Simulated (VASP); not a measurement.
Ag, 1 atom in the cell. Symmetry: I4/mmm, No. 139, tetragonal system. The conventional cell has a = 3.311 Å, b = 3.311 Å, c = 2.815 Å, α = 90.00°, β = 90.00°, γ = 90.00°. Within 3.6 Å of Ag (site symmetry 4/mmm) lie 14 Ag at 2.73 to 3.31 Å.  This cell differs from its parent crystal: strain -0.1500 x Voigt [0, 0, 1, 0, 0, 0].

```yaml
Program: VASP 6.6.1
Task: single point
Functional: PBEsol
Potentials_or_basis: VASP PAW PBE potentials, release 64 (Ag)
Cutoff: 520 eV
k_mesh: 20 × 20 × 20
Occupations: gaussian, width 0.15 eV
Spin: no spin polarisation
Dipole_correction: no
Further_INCAR_settings: ALGO = Normal; EDIFF = 1e-06; NBANDS = 12
```

Potentials or basis: VASP PAW PBE potentials, release 64 (Ag).

Run with:

```sh
$ cat potpaw_PBE.64/Ag/POTCAR > POTCAR
$ mpirun -np 1 vasp_std > vasp.out
```

Hardware: 1 thread of AMD EPYC 9R45 96-Core Processor (Zen 5), with other jobs on the host.

Task: How long does it take, and how much memory?

Result: It took 38 s on 1 thread of AMD EPYC 9R45 96-Core Processor (Zen 5), with other jobs on the host, peak memory 0.19 GiB. Counts: scf iterations 11, k points 641.
